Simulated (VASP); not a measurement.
# NbAs: single point with PBE

The system is NbAs.

```
Nb As
1.0
     0.00000    2.63777    2.63777
     2.63777    0.00000    2.63777
     2.63777    2.63777    0.00000
Nb As
1 1
Direct
  0.50000 0.50000 0.50000
  0.99621 0.00379 0.00379
```

This cell differs from its parent crystal: atom 2 (As) moved 0.02 Å along x.

```
Program                : VASP 6.6.1
Task                   : single point
Functional             : PBE
Potentials or basis    : VASP PAW PBE potentials, release 64 (Nb_sv, As)
Cutoff                 : 520 eV
k mesh                 : 12 × 12 × 12
Occupations            : gaussian, width 0.05 eV
Spin                   : no spin polarisation
Dipole correction      : no
Further INCAR settings : ALGO = Normal; EDIFF = 1e-07; NBANDS = 16
```

```
Pressure               : -0.1 GPa
Largest force          : 0.131 eV/Å
Band gap on the k mesh : zero (bands 9 and 10 overlap by 1.85 eV)
```

Forces in eV/Å, atoms in the order of the input:
```
Nb   0.131  0.000  0.000
As  -0.131  0.000  0.000
```

Stress tensor (GPa, compression positive):
```
-0.01  0.00  0.00
 0.00 -0.11  0.00
 0.00  0.00 -0.11
```

Levels at points of the mesh, in eV from the Fermi level:
```
           k point  band 6  band 7  band 8  band 9  band 10  band 11  band 12  band 13
(0.00, 0.00, 0.00)   -1.45   -1.45   -1.44   -0.88    -0.86    -0.11    -0.11    -0.09
(0.50, 0.00, 0.00)   -6.85   -4.31   -4.31    0.64     0.64     1.50     3.24     6.67
(0.50, 0.50, 0.00)   -4.87   -3.19   -1.99   -1.98     0.08     1.30     1.30     2.46
(0.00, 0.50, 0.50)   -4.87   -3.19   -1.98   -1.98     0.08     1.30     1.30     2.46
```

It took 69 s on 1 thread of AMD EPYC 7R13 Processor (Zen 3), on a shared host, peak memory 0.2 GiB.

Caveat: the cell differs from its parent crystal (atom 2 (As) moved 0.02 Å along x).
